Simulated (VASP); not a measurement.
# Li4BrF3 (Pmn2_1) in VASP: single point with PBE

Aim: the single point of Li4BrF3 with PBE.

Everything below comes from runs of VASP 6.6.1. Logs are shortened: lines on timing, memory, paths and dates and some standing lists are left out, and cuts for length are marked.

## 1. The cell of the first run

Symmetry: Pmn2_1, No. 31, orthorhombic system. The conventional cell has a = 6.788 Å, b = 5.871 Å, c = 5.349 Å, α = 90.00°, β = 90.00°, γ = 90.00°. Within 2.5 Å of Li (site symmetry 1) lie 3 F at 1.87 to 1.89 Å and 1 Br at 2.49 Å. Li (site symmetry m) has 3 F at 1.90 to 1.95 Å and 1 Br at 2.51 Å within 2.6 Å. Within 2.8 Å of Li (site symmetry m) lie 3 F at 2.07 to 2.09 Å and 2 Br at 2.60 to 2.75 Å. Br (site symmetry m) has 14 Li at 2.49 to 3.93 Å and 12 F at 3.36 to 3.43 Å within 4.0 Å. Within 2.5 Å of F (site symmetry 1) lie 4 Li at 1.88 to 2.09 Å. Within 2.5 Å of F (site symmetry m) lie 4 Li at 1.87 to 2.07 Å.

## 2. Single point, PBE

INCAR reads:

```
SYSTEM = Li4BrF3
ALGO = Normal ; EDIFF = 1E-6
ENCUT = 520 ; GGA = PE
ISIF = 2 ; ISMEAR = 0
LASPH = .True. ; LCHARG = .False.
LREAL = Auto ; LWAVE = .False.
NBANDS = 54 ; NELM = 80
PREC = Accurate ; SIGMA = 0.02
```

KPOINTS reads:

```
k-points
0
Gamma
  4 4 4
  0 0 0
```

POSCAR reads:

```
Li4BrF3
1.0
    6.7881438465      0.0000000000      0.0000000000
    0.0000000000      5.8707382609      0.0000000000
    0.0000000000      0.0000000000      5.3494398476
Li Br F
8 2 6
Direct
    0.2924032804      0.6325420365      0.8464880209
    0.7075967196      0.6325420365      0.8464880209
    0.0000000000      0.2544497540      0.8500284984
    0.0000000000      0.8589120937      0.4814567368
    0.2075967196      0.3674579635      0.3464880209
    0.7924032804      0.3674579635      0.3464880209
    0.5000000000      0.7455502460      0.3500284984
    0.5000000000      0.1410879063      0.9814567368
    0.0000000000      0.8487575813      0.9958578186
    0.5000000000      0.1512424187      0.4958578186
    0.2507120529      0.6526205994      0.4979152501
    0.7492879471      0.6526205994      0.4979152501
    0.0000000000      0.2108572940      0.4988504042
    0.2492879471      0.3473794006      0.9979152501
    0.7507120529      0.3473794006      0.9979152501
    0.5000000000      0.7891427060     -0.0011495958
```

Potentials or basis: VASP PAW PBE potentials, release 64 (Li_sv, Br, F).

The run is started by

```sh
$ cat potpaw_PBE.64/Li_sv/POTCAR potpaw_PBE.64/Br/POTCAR potpaw_PBE.64/F/POTCAR > POTCAR
$ mpirun -np 1 vasp_std > vasp.out
```

OUTCAR:

```text
SYSTEM = Li4BrF3
   EDIFF = 1E-6
   ENCUT = 520
   GGA = PE
   ISIF = 2
   ISMEAR = 0
   LASPH = .True.
   LREAL = Auto
   NELM = 80
   PREC = Accurate

 ion  position               nearest neighbor table
   1  0.292  0.633  0.846-  16 1.87  14 1.88  11 1.89   9 2.49
   2  0.708  0.633  0.846-  16 1.87  15 1.88  12 1.89   9 2.49
   3  0.000  0.254  0.850-  13 1.90  14 1.95  15 1.95   9 2.51
   4  0.000  0.859  0.481-  13 2.07  12 2.09  11 2.09   9 2.60
   5  0.208  0.367  0.346-  13 1.87  11 1.88  14 1.89  10 2.49
   6  0.792  0.367  0.346-  13 1.87  12 1.88  15 1.89  10 2.49
[... 8 lines left out ...]
  15  0.751  0.347  0.998-   2 1.88   6 1.89   3 1.95   8 2.09
  16  0.500  0.789  0.999-   1 1.87   2 1.87   7 1.90   8 2.07

  LATTYP: Found a simple orthorhombic cell.
 ALAT       =     5.3494398476
 B/A-ratio  =     1.0974491588
 C/A-ratio  =     1.2689447942

  Lattice vectors:

 A1 = (   0.0000000000,   0.0000000000,  -5.3494398476)
 A2 = (   0.0000000000,   5.8707382609,   0.0000000000)
 A3 = (   6.7881438465,   0.0000000000,   0.0000000000)

Analysis of symmetry for initial positions (statically):
=====================================================================
 Subroutine PRICEL returns:
 Original cell was already a primitive cell.

 Routine SETGRP: Setting up the symmetry group for a
 simple orthorhombic supercell.

 Subroutine GETGRP returns: Found  4 space group operations
 (whereof  2 operations were pure point group operations)
 out of a pool of  8 trial point group operations.

The static configuration has the point symmetry C_1h.
 The point group associated with its full space group is C_2v.

Analysis of symmetry for dynamics (positions and initial velocities):
=====================================================================
 Subroutine PRICEL returns:
 Original cell was already a primitive cell.

 Routine SETGRP: Setting up the symmetry group for a
 simple orthorhombic supercell.

 Subroutine GETGRP returns: Found  4 space group operations
 (whereof  2 operations were pure point group operations)
 out of a pool of  8 trial point group operations.

The dynamic configuration has the point symmetry C_1h.
 The point group associated with its full space group is C_2v.

 Subroutine INISYM returns: Found  4 space group operations
 (whereof  2 operations are pure point group operations),
 and found     1 'primitive' translations

----------------------------------------------------------------------------------------

                                     Primitive cell

  volume of cell :     213.1828

  direct lattice vectors                    reciprocal lattice vectors
     6.788143846  0.000000000  0.000000000     0.147315676  0.000000000  0.000000000
     0.000000000  5.870738261  0.000000000     0.000000000  0.170336328  0.000000000
     0.000000000  0.000000000  5.349439848     0.000000000  0.000000000  0.186935460

  length of vectors
     6.788143846  5.870738261  5.349439848     0.147315676  0.170336328  0.186935460

  position of ions in fractional coordinates (direct lattice)
     0.292403280  0.632542036  0.846488021
     0.707596720  0.632542036  0.846488021
     0.000000000  0.254449754  0.850028498
     0.000000000  0.858912094  0.481456737
     0.207596720  0.367457964  0.346488021
     0.792403280  0.367457964  0.346488021
[... 8 lines left out ...]
     0.750712053  0.347379401  0.997915250
     0.500000000  0.789142706  0.998850404

  ion indices of the primitive-cell ions
   primitive index   ion index
                 1           1
                 2           2
                 3           3
                 4           4
                 5           5
                 6           6
[... 8 lines left out ...]
                15          15
                16          16

----------------------------------------------------------------------------------------

 KPOINTS: k-points

Automatic generation of k-mesh.
 Grid dimensions read from file:
 generate k-points for:    4    4    4

 Generating k-lattice:

  Cartesian coordinates                     Fractional coordinates (reciprocal lattice)
     0.036828919  0.000000000  0.000000000     0.250000000  0.000000000  0.000000000
     0.000000000  0.042584082  0.000000000     0.000000000  0.250000000  0.000000000
     0.000000000  0.000000000  0.046733865     0.000000000  0.000000000  0.250000000

  Length of vectors
     0.036828919  0.042584082  0.046733865

  Shift w.r.t. Gamma in fractional coordinates (k-lattice)
     0.000000000  0.000000000  0.000000000

 Subroutine IBZKPT returns following result:
 ===========================================

 Found     27 irreducible k-points:

 Following reciprocal coordinates:
            Coordinates               Weight
  0.000000  0.000000  0.000000      1.000000
  0.250000  0.000000  0.000000      2.000000
  0.500000  0.000000  0.000000      1.000000
  0.000000  0.250000  0.000000      2.000000
  0.250000  0.250000  0.000000      4.000000
  0.500000  0.250000  0.000000      2.000000
[... 16 lines left out ...]
  0.250000  0.250000  0.500000      4.000000
  0.500000  0.250000  0.500000      2.000000
 [... further k-points ...]
   k-points           NKPTS =     27   k-points in BZ     NKDIM =     27   number of bands    NBANDS=     54
   number of dos      NEDOS =    301   number of ions     NIONS =     16
   total plane-waves  NPLWV =  96000
   dimension x,y,z NGX =    50 NGY =   48 NGZ =   40
   dimension x,y,z NGXF=   100 NGYF=   96 NGZF=   80
   ions per type =               8   2   6
   NGX,Y,Z   is equivalent  to a cutoff of  12.25, 13.59, 12.43 a.u.
   NGXF,Y,Z  is equivalent  to a cutoff of  24.49, 27.19, 24.86 a.u.
 SYSTEM =  Li4BrF3
   PREC   = accura    normal or accurate (medium, high low for compatibility)
   ISTART =      0    job   : 0-new  1-cont  2-samecut
   ICHARG =      2    charge: 1-file 2-atom 10-const
   ISPIN  =      1    spin polarized calculation?
   LNONCOLLINEAR =      F non collinear calculations
   LSORBIT =      F    spin-orbit coupling
   LASPH  =      T    aspherical Exc in radial PAW
   ENCUT  =  520.0 eV  38.22 Ry    6.18 a.u.  12.62 10.92  9.95*2*pi/ulx,y,z
   NELM   =     80;   NELMIN=  2; NELMDL= -5     # of ELM steps
   EDIFF  = 0.1E-05   stopping-criterion for ELM
   LREAL  =      T    real-space projection
   EDIFFG = 0.1E-04   stopping-criterion for IOM
   NSW    =      0    number of steps for IOM
   IBRION =     -1    ionic relax: 0-MD 1-quasi-New 2-CG
   NFREE  =      0    steps in history (QN), initial steepest desc. (CG)
   ISIF   =      2    stress and relaxation
   ISYM   =      2    0-nonsym 1-usesym 2-fastsym
   POTIM  = 0.5000    time-step for ionic-motion
   TEBEG  =    0.0;   TEEND  =   0.0 temperature during run
   PSTRESS=    0.0 pullay stress
   NELECT =      80.0000    total number of electrons
   NUPDOWN=      -1.0000    fix difference up-down
   EMIN   =  10.00;   EMAX   =-10.00  energy-range for DOS
   EFERMI =   0.00;   METHOD = LEGACY
   ISMEAR =     0;   SIGMA  =   0.02  broadening in eV -4-tet -1-fermi 0-gaus
   EFERMI_NEDOS =   21; number of points for ismear=-14 and -15
   IALGO  =     38    algorithm
   IMIX   =      4    mixing-type and parameters
     AMIX     =   0.40;   BMIX     =  1.00
     AMIX_MAG =   1.60;   BMIX_MAG =  1.00
  volume/ion in A,a.u.               =      13.32        89.91
  Fermi-wavevector in a.u.,A,eV,Ry     =   1.180830  2.231446 18.971421  1.394360
  Thomas-Fermi vector in A             =   2.317115
   LORBIT       =      0    0 simple, 1 ext, 2 COOP (PROOUT), +10 PAW based schemes
   GGA     = PE    functional components
   LHFCALC =     F    Hartree Fock is set to
   AEXX    =    0.0000 exact exchange contribution
   IVDW    =     0    specifies the selected vdW correction
   LEPSILON=     F    determine dielectric tensor
   LRPA    =     F    only Hartree local field effects (RPA)
 non-spin polarized calculation
 Gauss-broadening in eV      SIGMA  =   0.02
  energy-cutoff  :      520.00
  volume of cell :      213.18
 maximum number of plane-waves:      5776
   NGX = 25   NGY = 21   NGZ = 19

 number of electron      80.0000002 magnetization

 Free energy of the ion-electron system (eV)
  ---------------------------------------------------
  ext. energy  EPLUGINS =         0.00000000
  ---------------------------------------------------
  free energy    TOTEN  =       -70.54704960 eV

  energy without entropy =      -70.54704960  energy(sigma->0) =      -70.54704960

 E-fermi :  -0.9037     XC(G=0):  -8.4112

 val. band max:       -0.9993338130   @ k =   0.0000   0.0000   0.0000
 cond. band min:       4.7833052125   @ k =   0.0000   0.0000   0.0000
 fundamental gap:      5.7826390255
 Fermi energy:        -0.9037456390

 k-point     1 :       0.0000    0.0000    0.0000
  band No.  band energies     occupation
      1     -44.0322      2.00000
      2     -44.0321      2.00000
      3     -43.5443      2.00000
      4     -43.5438      2.00000
      5     -43.3245      2.00000
      6     -43.3164      2.00000
[... 44 lines left out ...]
     51       9.7543      0.00000
     52       9.9795      0.00000

 k-point     2 :       0.2500    0.0000    0.0000
  band No.  band energies     occupation
      1     -44.0322      2.00000
      2     -44.0321      2.00000
      3     -43.5442      2.00000
      4     -43.5439      2.00000
      5     -43.3238      2.00000
      6     -43.3190      2.00000
[... 44 lines left out ...]
     51       9.8321      0.00000
     52      10.1064      0.00000

 k-point     3 :       0.5000    0.0000    0.0000
  band No.  band energies     occupation
      1     -44.0321      2.00000
      2     -44.0321      2.00000
      3     -43.5441      2.00000
      4     -43.5441      2.00000
      5     -43.3219      2.00000
      6     -43.3219      2.00000
[... 44 lines left out ...]
     51       9.8424      0.00000
     52       9.8424      0.00000
[... 1046 lines left out ...]
 k-point    23 :       0.2500    0.2500    0.5000
  band No.  band energies     occupation
      1     -44.0321      2.00000
      2     -44.0321      2.00000
      3     -43.5439      2.00000
      4     -43.5439      2.00000
      5     -43.3207      2.00000
      6     -43.3207      2.00000
[... 44 lines left out ...]
     51      10.0670      0.00000
     52      10.0670      0.00000

 k-point    24 :       0.5000    0.2500    0.5000
  band No.  band energies     occupation
      1     -44.0321      2.00000
      2     -44.0321      2.00000
      3     -43.5439      2.00000
      4     -43.5439      2.00000
      5     -43.3206      2.00000
      6     -43.3206      2.00000
[... 44 lines left out ...]
     51       9.7465      0.00000
     52       9.7465      0.00000

 [... further k-points ...]

 [bands above 52 left out]

------------------------ aborting loop because EDIFF is reached ----------------------------------------

  FORCE on cell =-STRESS in cart. coord.  units (eV):
  Direction    XX          YY          ZZ          XY          YZ          ZX
  --------------------------------------------------------------------------------------
  -------------------------------------------------------------------------------------
  Total       -0.2074338     -0.2855612     -0.1933215      0.0000000      0.0000000      0.0000000
  in kB       -1.5589713     -2.1461383     -1.4529101      0.0000000      0.0000000      0.0000000
  external PRESSURE =      -1.7193399 kB  Pullay stress =       0.0000000 kB

 VOLUME and BASIS-vectors are now :
 -----------------------------------------------------------------------------
  energy-cutoff  :      520.00
  volume of cell :      213.18
      direct lattice vectors                 reciprocal lattice vectors
     6.788143846  0.000000000  0.000000000     0.147315676  0.000000000  0.000000000
     0.000000000  5.870738261  0.000000000     0.000000000  0.170336328  0.000000000
     0.000000000  0.000000000  5.349439848     0.000000000  0.000000000  0.186935460

 POSITION                                       TOTAL-FORCE (eV/Angst)
 -----------------------------------------------------------------------------------
      1.98488      3.71349      4.52824        -0.010150      0.005095     -0.002377
      4.80327      3.71349      4.52824         0.010150      0.005095     -0.002377
      0.00000      1.49381      4.54718         0.000000     -0.004374      0.007607
      0.00000      5.04245      2.57552         0.000000      0.000685      0.002359
      1.40920      2.15725      1.85352         0.010150     -0.005095     -0.002377
      5.37895      2.15725      1.85352        -0.010150     -0.005095     -0.002377
[... 8 lines left out ...]
      5.09594      2.03937      5.33829        -0.004962     -0.002751     -0.002950
      3.39407      4.63285      5.34329         0.000000      0.012764      0.004278
 -----------------------------------------------------------------------------------
    total drift:                               -0.000000      0.000000     -0.033641

  FREE ENERGIE OF THE ION-ELECTRON SYSTEM (eV)
  ---------------------------------------------------
  free  energy   TOTEN  =       -70.5470495972 eV

  energy  without entropy=      -70.5470495972  energy(sigma->0) =      -70.54704960
```

Run time: 3.3 min. Hardware: 1 thread of Intel Xeon 6975P-C (Granite Rapids), shared host; peak memory 0.41 GiB.

Results:

| Item | Value |
| --- | --- |
| Free energy | -70.5470 eV |
| Largest force | 0.013 eV/Å |
| Band gap on the k mesh | 5.78 eV |

Forces in eV/Å, atoms in the order of the input:
```
Li  -0.010  0.005 -0.002
Li   0.010  0.005 -0.002
Li   0.000 -0.004  0.008
Li   0.000  0.001  0.002
Li   0.010 -0.005 -0.002
Li  -0.010 -0.005 -0.002
Li   0.000  0.004  0.008
Li   0.000 -0.001  0.002
Br   0.000  0.001 -0.004
Br   0.000 -0.001 -0.004
F   -0.005  0.003 -0.003
F    0.005  0.003 -0.003
F    0.000 -0.013  0.004
F    0.005 -0.003 -0.003
F   -0.005 -0.003 -0.003
F    0.000  0.013  0.004
```

Caveat: the cutoff is under 1.25 times the usual one of these potentials, so pressure, stress and relaxed cells hold a basis-set (Pulay) error.
